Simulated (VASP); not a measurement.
Here is a VASP 6.6.1 calculation.

INCAR

```
SYSTEM = Ga
PREC = Accurate
ENCUT = 520
EDIFF = 1E-6
ISMEAR = 0
SIGMA = 0.1
LREAL = .False.
LASPH = .True.
NELM = 80
ALGO = Fast
ISIF = 2
LWAVE = .False.
LCHARG = .False.
GGA = PS
NBANDS = 12
```

Contents of KPOINTS:

```
Automatic mesh
0
Gamma
  24 24 20
  0 0 0
```

Contents of POSCAR:

```
Ga
1.0
    2.7939013734      0.0000000000      0.0000000000
   -1.3969506867      2.4195895650      0.0000000000
    0.0000000000      0.0000000000      2.6808384836
Ga
1
Direct
    0.0000000000      0.0000000000      0.0000000000
```

Potentials or basis: VASP PAW PBE potentials, release 64 (Ga_d).

Launch:

```sh
$ cat potpaw_PBE.64/Ga_d/POTCAR > POTCAR
$ mpirun -np 1 vasp_std > vasp.out
```

Question: Estimate the band gap on the k mesh.

Answer: Zero (an odd number of electrons rules out a gap without spin polarisation).

Question: Predict the pressure.

Answer: 0.0 GPa.

Caveat: the PAW data sets were made with another functional, which shifts forces and pressure a little.
